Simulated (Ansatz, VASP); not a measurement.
# Two plane-wave programs on Ti

```
Ti
1.0
     0.00000    2.07862    2.12932
     2.07862    0.00000    2.12932
     2.07862    2.07862    0.00000
Ti
1
Direct
  0.00000 0.00000 0.00000
```

Change from the starting cell: strain +0.025 along x and y, +0.050 along z, atoms carried along.

Alike in both runs: task single point; functional PBEsol; k mesh 26 × 26 × 26; occupations gaussian, width 0.15 eV; no spin polarisation.

```csv
,VASP,Ansatz
version,VASP 6.6.1,Ansatz 0.2.0
potentials or method,"VASP PAW PBE potentials, release 64 (Ti_sv), cutoff 520 eV","scalar-relativistic, plane waves, PAW"
valence electrons in the cell,12,12
```

```tsv
	VASP	Ansatz	Ansatz less VASP
gap on the k mesh at the Fermi level (eV)	none	none	-
pressure (GPa)	-9.5	-9.4	+0.08
traceless stress, the component that is largest in VASP (GPa)	-0.54	-0.54	+0.002
```

VASP's potentials were made for PBE, not for PBEsol. A gap of «none» marks a metal or a gap that the smearing closes. The functional is the same, so the differences come from potentials, cutoffs and numerics.
